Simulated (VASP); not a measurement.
# GaGe2Se (P-3m1) in VASP: relaxation of cell and atoms with PBE

Aim: the relaxation of cell and atoms of GaGe2Se with PBE.

Program: VASP 6.6.1. These are calculated values, not measurements. Logs are shortened: lines on timing, memory, paths and dates and some standing lists are left out, and cuts for length are marked.

**1. The cell of the first run**

It takes space group P-3m1 (No. 164, trigonal). The conventional cell has a = 3.867 Å, b = 3.867 Å, c = 6.646 Å, α = 90.00°, β = 90.00°, γ = 120.00°. Ga (site symmetry -3m) has 6 Ge at 2.74 Å and 2 Se at 3.32 Å within 3.6 Å. Within 3.6 Å of Ge (site symmetry 3m) lie 3 Ga at 2.74 Å and 3 Se at 2.83 Å. Se (site symmetry -3m) has 6 Ge at 2.83 Å and 2 Ga at 3.32 Å within 3.7 Å.

The cell was built from a structure type or drawn by symmetry, and may not be a known phase.

**2. Relaxation of cell and atoms, PBE**

Contents of INCAR:

```
PREC = Accurate
ENCUT = 500
EDIFF = 1E-7
ISMEAR = 0
SIGMA = 0.1
LREAL = F
LASPH = T
NELM = 120
ALGO = Normal
ISIF = 3
LWAVE = F
LCHARG = F
GGA = PE
IBRION = 2
NSW = 100
EDIFFG = -0.01
GGA_COMPAT = F
NELMIN = 4
```

Contents of KPOINTS:

```
Automatic mesh
0
Gamma
  12 12 8
```

Contents of POSCAR:

```
GaGe2Se
1.0
    3.8669467900      0.0000000000      0.0000000000
   -1.9334734000      3.3488741600      0.0000000000
    0.0000000000      0.0000000000      6.6461797100
Ga Ge Se
1 2 1
Direct
    0.0000000000      0.0000000000      0.0000000000
    0.3333333300      0.6666666700      0.2386363400
    0.6666666700      0.3333333300      0.7613636600
    0.0000000000      0.0000000000      0.5000000000
```

Potentials or basis: VASP PAW PBE potentials, release 64 (Ga_d, Ge_d, Se).

On the command line:

```bash
> cat potpaw_PBE.64/Ga_d/POTCAR potpaw_PBE.64/Ge_d/POTCAR potpaw_PBE.64/Se/POTCAR > POTCAR
> mpirun -np 1 vasp_std > vasp.out
```

OUTCAR:

```text
PREC = Accurate
   ENCUT = 500
   EDIFF = 1E-7
   ISMEAR = 0
   LREAL = F
   LASPH = T
   NELM = 120
   ISIF = 3
   GGA = PE
   IBRION = 2
   NSW = 100
   EDIFFG = -0.01
   NELMIN = 4

 ion  position               nearest neighbor table
   1  0.000  0.000  0.000-   2 2.74   3 2.74   3 2.74   2 2.74   3 2.74   2 2.74
   2  0.333  0.667  0.239-   1 2.74   1 2.74   1 2.74   4 2.83   4 2.83   4 2.83
   3  0.667  0.333  0.761-   1 2.74   1 2.74   1 2.74   4 2.83   4 2.83   4 2.83
   4  0.000  0.000  0.500-   2 2.83   3 2.83   3 2.83   2 2.83   3 2.83   2 2.83

  LATTYP: Found a hexagonal cell.
 ALAT       =     3.8669467900
 C/A-ratio  =     1.7187150667

  Lattice vectors:

 A1 = (   3.8669467900,   0.0000000000,   0.0000000000)
 A2 = (  -1.9334734000,   3.3488741600,   0.0000000000)
 A3 = (   0.0000000000,   0.0000000000,   6.6461797100)

Analysis of symmetry for initial positions (statically):
=====================================================================
 Subroutine PRICEL returns:
 Original cell was already a primitive cell.

 Routine SETGRP: Setting up the symmetry group for a
 hexagonal supercell.

 Subroutine GETGRP returns: Found 12 space group operations
 (whereof 12 operations were pure point group operations)
 out of a pool of 24 trial point group operations.

The static configuration has the point symmetry D_3d.

Analysis of symmetry for dynamics (positions and initial velocities):
=====================================================================
 Subroutine PRICEL returns:
 Original cell was already a primitive cell.

 Routine SETGRP: Setting up the symmetry group for a
 hexagonal supercell.

 Subroutine GETGRP returns: Found 12 space group operations
 (whereof 12 operations were pure point group operations)
 out of a pool of 24 trial point group operations.

The dynamic configuration has the point symmetry D_3d.

 Subroutine INISYM returns: Found 12 space group operations
 (whereof 12 operations are pure point group operations),
 and found     1 'primitive' translations

----------------------------------------------------------------------------------------

                                     Primitive cell

  volume of cell :      86.0675

  direct lattice vectors                    reciprocal lattice vectors
     3.866946790  0.000000000  0.000000000     0.258601955  0.149303909  0.000000000
    -1.933473400  3.348874160  0.000000000     0.000000000  0.298607816  0.000000000
     0.000000000  0.000000000  6.646179710     0.000000000  0.000000000  0.150462377

  length of vectors
     3.866946790  3.866946797  6.646179710     0.298607817  0.298607816  0.150462377

  position of ions in fractional coordinates (direct lattice)
     0.000000000  0.000000000  0.000000000
     0.333333330  0.666666670  0.238636340
     0.666666670  0.333333330  0.761363660
     0.000000000  0.000000000  0.500000000

  ion indices of the primitive-cell ions
   primitive index   ion index
                 1           1
                 2           2
                 3           3
                 4           4

----------------------------------------------------------------------------------------

 KPOINTS: Automatic mesh

Automatic generation of k-mesh.
 Grid dimensions read from file:
 generate k-points for:   12   12    8

 Generating k-lattice:

  Cartesian coordinates                     Fractional coordinates (reciprocal lattice)
     0.021550163  0.012441992  0.000000000     0.083333333  0.000000000  0.000000000
     0.000000000  0.024883985  0.000000000     0.000000000  0.083333333  0.000000000
     0.000000000  0.000000000  0.018807797     0.000000000  0.000000000  0.125000000

  Length of vectors
     0.024883985  0.024883985  0.018807797

  Shift w.r.t. Gamma in fractional coordinates (k-lattice)
     0.000000000  0.000000000  0.000000000

 Subroutine IBZKPT returns following result:
 ===========================================

 Found    131 irreducible k-points:

 Following reciprocal coordinates:
            Coordinates               Weight
  0.000000  0.000000  0.000000      1.000000
  0.083333  0.000000  0.000000      6.000000
  0.166667  0.000000  0.000000      6.000000
  0.250000  0.000000  0.000000      6.000000
  0.333333  0.000000  0.000000      6.000000
  0.416667  0.000000  0.000000      6.000000
[... 16 lines left out ...]
  0.166667  0.000000  0.125000      6.000000
  0.000000  0.166667  0.125000      6.000000
 [... further k-points ...]
   k-points           NKPTS =    131   k-points in BZ     NKDIM =    131   number of bands    NBANDS=     28
   number of dos      NEDOS =    301   number of ions     NIONS =      4
   total plane-waves  NPLWV =  37632
   dimension x,y,z NGX =    28 NGY =   28 NGZ =   48
   dimension x,y,z NGXF=    56 NGYF=   56 NGZF=   96
   ions per type =               1   2   1
   NGX,Y,Z   is equivalent  to a cutoff of  12.04, 12.04, 12.01 a.u.
   NGXF,Y,Z  is equivalent  to a cutoff of  24.08, 24.08, 24.01 a.u.
 SYSTEM =  unknown system
   PREC   = accura    normal or accurate (medium, high low for compatibility)
   ISTART =      0    job   : 0-new  1-cont  2-samecut
   ICHARG =      2    charge: 1-file 2-atom 10-const
   ISPIN  =      1    spin polarized calculation?
   LNONCOLLINEAR =      F non collinear calculations
   LSORBIT =      F    spin-orbit coupling
   LASPH  =      T    aspherical Exc in radial PAW
   ENCUT  =  500.0 eV  36.75 Ry    6.06 a.u.   7.05  7.05 12.12*2*pi/ulx,y,z
   NELM   =    120;   NELMIN=  4; NELMDL= -5     # of ELM steps
   EDIFF  = 0.1E-06   stopping-criterion for ELM
   LREAL  =      F    real-space projection
   EDIFFG = -.1E-01   stopping-criterion for IOM
   NSW    =    100    number of steps for IOM
   IBRION =      2    ionic relax: 0-MD 1-quasi-New 2-CG
   NFREE  =      1    steps in history (QN), initial steepest desc. (CG)
   ISIF   =      3    stress and relaxation
   ISYM   =      2    0-nonsym 1-usesym 2-fastsym
   POTIM  = 0.5000    time-step for ionic-motion
   TEBEG  =    0.0;   TEEND  =   0.0 temperature during run
   PSTRESS=    0.0 pullay stress
   NELECT =      47.0000    total number of electrons
   NUPDOWN=      -1.0000    fix difference up-down
   EMIN   =  10.00;   EMAX   =-10.00  energy-range for DOS
   EFERMI =   0.00;   METHOD = LEGACY
   ISMEAR =     0;   SIGMA  =   0.10  broadening in eV -4-tet -1-fermi 0-gaus
   EFERMI_NEDOS =   21; number of points for ismear=-14 and -15
   IALGO  =     38    algorithm
   IMIX   =      4    mixing-type and parameters
     AMIX     =   0.40;   BMIX     =  1.00
     AMIX_MAG =   1.60;   BMIX_MAG =  1.00
  volume/ion in A,a.u.               =      21.52       145.20
  Fermi-wavevector in a.u.,A,eV,Ry     =   1.338118  2.528676 24.362045  1.790560
  Thomas-Fermi vector in A             =   2.466613
   LORBIT       =      0    0 simple, 1 ext, 2 COOP (PROOUT), +10 PAW based schemes
   GGA     = PE    functional components
   LHFCALC =     F    Hartree Fock is set to
   AEXX    =    0.0000 exact exchange contribution
   IVDW    =     0    specifies the selected vdW correction
   LEPSILON=     F    determine dielectric tensor
   LRPA    =     F    only Hartree local field effects (RPA)
 conjugate gradient relaxation of ions
 non-spin polarized calculation
 Gauss-broadening in eV      SIGMA  =   0.10
  energy-cutoff  :      500.00
  volume of cell :       86.07
 maximum number of plane-waves:      2202
   NGX = 15   NGY = 15   NGZ = 25

--------------------------------------- Ionic step        1  -------------------------------------------

 number of electron      47.0000028 magnetization

 Free energy of the ion-electron system (eV)
  ---------------------------------------------------
  ext. energy  EPLUGINS =         0.00000000
  ---------------------------------------------------
  free energy    TOTEN  =       -14.88020175 eV

  energy without entropy =      -14.87364197  energy(sigma->0) =      -14.87692186

------------------------ aborting loop because EDIFF is reached ----------------------------------------

  FORCE on cell =-STRESS in cart. coord.  units (eV):
  Direction    XX          YY          ZZ          XY          YZ          ZX
  --------------------------------------------------------------------------------------
  -------------------------------------------------------------------------------------
  Total       -0.4115909     -0.4115909      0.8832898      0.0000000      0.0000000     -0.0000000
  in kB       -7.6619139     -7.6619139     16.4427594      0.0000000      0.0000000     -0.0000000
  external PRESSURE =       0.3729772 kB  Pullay stress =       0.0000000 kB
[... 95 lines left out ...]
  FREE ENERGIE OF THE ION-ELECTRON SYSTEM (eV)
  ---------------------------------------------------
  free  energy   TOTEN  =       -14.9002392920 eV

  energy  without entropy=      -14.8917459326  energy(sigma->0) =      -14.89599261

[... ionic steps 4 to 11 ...]

--------------------------------------- Ionic step       12  -------------------------------------------

 number of electron      47.0000009 magnetization

------------------------ aborting loop because EDIFF is reached ----------------------------------------

  FORCE on cell =-STRESS in cart. coord.  units (eV):
  Direction    XX          YY          ZZ          XY          YZ          ZX
  --------------------------------------------------------------------------------------
  -------------------------------------------------------------------------------------
  Total        0.2806627      0.2806627     -0.1022533     -0.0000000     -0.0000000      0.0000000
  in kB        5.3675344      5.3675344     -1.9555431     -0.0000000     -0.0000000      0.0000000
  external PRESSURE =       2.9265086 kB  Pullay stress =       0.0000000 kB
[... 61 lines left out ...]
  energy  without entropy=      -14.9318131922  energy(sigma->0) =      -14.93579617

--------------------------------------- Ionic step       14  -------------------------------------------

 number of electron      47.0000008 magnetization

 Free energy of the ion-electron system (eV)
  ---------------------------------------------------
  ext. energy  EPLUGINS =         0.00000000
  ---------------------------------------------------
  free energy    TOTEN  =       -14.93991495 eV

  energy without entropy =      -14.93202273  energy(sigma->0) =      -14.93596884

 E-fermi :   5.3281     XC(G=0): -10.4665

 val. band max:        5.3094689843   @ k =  -0.0833   0.2500   0.2500
 cond. band min:       5.3524865188   @ k =   0.4167   0.1667   0.3750
 fundamental gap:      0.0430175344
 Fermi energy:         5.3281130894

 k-point     1 :       0.0000    0.0000    0.0000
  band No.  band energies     occupation
      1     -19.5234      2.00000
      2     -19.5234      2.00000
      3     -19.5232      2.00000
      4     -19.5232      2.00000
      5     -19.5107      2.00000
      6     -19.5107      2.00000
[... 733 lines left out ...]
     27       8.2960      0.00000
     28       9.5513      0.00000

 [... further k-points ...]

------------------------ aborting loop because EDIFF is reached ----------------------------------------

  FORCE on cell =-STRESS in cart. coord.  units (eV):
  Direction    XX          YY          ZZ          XY          YZ          ZX
  --------------------------------------------------------------------------------------
  -------------------------------------------------------------------------------------
  Total       -0.0070529     -0.0070529     -0.0173082      0.0000000      0.0000000     -0.0000000
  in kB       -0.1336680     -0.1336680     -0.3280289      0.0000000      0.0000000     -0.0000000
  external PRESSURE =      -0.1984550 kB  Pullay stress =       0.0000000 kB
[... 19 lines left out ...]
  FREE ENERGIE OF THE ION-ELECTRON SYSTEM (eV)
  ---------------------------------------------------
  free  energy   TOTEN  =       -14.9399149457 eV

  energy  without entropy=      -14.9320227297  energy(sigma->0) =      -14.93596884

 reached required accuracy - stopping structural energy minimisation
```

Wall time 57 min (1 thread of Intel Xeon 8259CL, shared host); peak memory 0.42 GiB.

What came out:

- Free energy: -14.9399 eV
- Relaxed volume: 21.13 Å³/atom
- Relaxed cell: a = 3.666 Å, b = 3.666 Å, c = 7.262 Å, α = 90.00°, β = 90.00°, γ = 120.00°
- Space group after relaxing (to 0.1 Å): P-3m1 (No. 164)
- Energy gained by relaxing: 14.9 meV/atom
- Ionic steps: 14
- Pressure after relaxing: 0.0 GPa
- Band gap on the k mesh: zero (an odd number of electrons rules out a gap without spin polarisation)

The path:
```csv
step,energy change (eV),largest force (eV/Å),pressure (GPa),volume (Å³)
1,0.0000,0.1954,0.04,86.07
2,-0.0135,0.0674,-0.26,86.12
3,-0.0200,0.0986,-0.56,86.17
4,-0.0241,0.1204,0.07,85.01
5,-0.0244,0.1302,0.38,84.51
6,-0.0280,0.1332,0.35,84.32
7,-0.0375,0.1545,0.63,83.74
8,-0.0503,0.0943,1.17,82.45
9,-0.0540,0.0832,0.76,83.00
10,-0.0553,0.0724,0.32,83.65
11,-0.0553,0.0736,0.38,83.57
12,-0.0570,0.0572,0.29,83.78
13,-0.0596,0.0101,0.05,84.38
14,-0.0597,0.0012,-0.02,84.54
```

Final structure:
```
Ga Ge Se
1.0
     3.66641    0.00000    0.00000
    -1.83321    3.17521    0.00000
     0.00000    0.00000    7.26166
Ga Ge Se
1 2 1
Direct
  0.00000 0.00000 0.00000
  0.33333 0.66667 0.25149
  0.66667 0.33333 0.74851
  0.00000 0.00000 0.50000
```
